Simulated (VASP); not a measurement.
Se, 1 atom in the cell. It takes space group Im-3m (No. 229, cubic). The conventional cell has a = 2.549 Å, b = 2.549 Å, c = 2.549 Å, α = 90.00°, β = 90.00°, γ = 90.00°. Within 2.9 Å of Se (site symmetry m-3m) lie 14 Se at 2.21 to 2.55 Å. 

* Program: VASP 6.6.1
* Task: single point
* Functional: PBEsol
* Potentials or basis: VASP PAW PBE potentials, release 64 (Se)
* Cutoff: 520 eV
* k mesh: 20 × 20 × 20
* Occupations: fermi-dirac, width 0.05 eV
* Spin: no spin polarisation
* Dipole correction: no
* Further INCAR settings: ALGO = Normal; EDIFF = 1e-07; NBANDS = 9

Potentials or basis: VASP PAW PBE potentials, release 64 (Se).

Launch:

```console
$ cat potpaw_PBE.64/Se/POTCAR > POTCAR
$ mpirun -np 1 vasp_std > vasp.out
```

Hardware: 1 thread of Intel(R) Xeon(R) Platinum 8559C (Emerald Rapids) (shared host).

Question: How long does it take, and how much memory?

Answer: It took 5.8 s on 1 thread of Intel(R) Xeon(R) Platinum 8559C (Emerald Rapids), with other jobs on the host, peak memory 0.12 GiB. Counts: scf iterations 12, k points 256.
